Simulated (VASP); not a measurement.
A run of VASP 6.6.1 is set up as follows.

INCAR

```
SYSTEM = Cr
PREC     = Accurate       ! precision mode
ENCUT    = 520            ! plane-wave cutoff, eV
EDIFF    = 1E-6           ! SCF threshold, eV
ISMEAR   = -1             ! smearing method
SIGMA    = 0.05           ! smearing width, eV
LREAL    = .FALSE.        ! projectors in reciprocal space
LASPH    = .TRUE.         ! aspherical terms in the spheres
NELM     = 150            ! most SCF steps
ALGO     = Normal         ! electronic algorithm
ISIF     = 2              ! what is computed and relaxed
LWAVE    = .FALSE.        ! write WAVECAR
LCHARG   = .FALSE.        ! write CHGCAR
ISPIN    = 2              ! spin polarisation
MAGMOM   = 1.5 -1.5       ! initial moments
LORBIT   = 11             ! projections on sites
LMAXMIX  = 4              ! l up to which the mixer works
GGA      = RP             ! functional
NBANDS   = 23             ! bands
```

Contents of KPOINTS:

```
regular mesh
0
G
  11 11 11
  0 0 0
```

File POSCAR:

```
Cr
1.0
    0.0000000000      2.8058185975      2.8058185975
    2.8058185975      0.0000000000      2.8058185975
    2.8058185975      2.8058185975      0.0000000000
Cr
2
Direct
    0.1250000000      0.1250000000      0.1250000000
    0.8750000000      0.8750000000      0.8750000000
```

Potentials or basis: VASP PAW PBE potentials, release 64 (Cr_pv).

Command:

```bash
$ cat potpaw_PBE.64/Cr_pv/POTCAR > POTCAR
$ mpirun -np 1 vasp_std > vasp.out
```

Problem. Predict the band gap on the k mesh.

Solution. Zero (filled and empty bands overlap).

Problem. Predict the net moment.

Solution. 0.00 μB per cell.

Problem. What does it give for the pressure?

Solution. 0.1 GPa.

Caveat: an empty level that is flat over the whole mesh can mark a ghost state of the potentials, or a narrow d or f band; the antiferromagnetic order is the one typed at the start, and another may lie lower; the PAW data sets were made with another functional, which shifts forces and pressure a little.
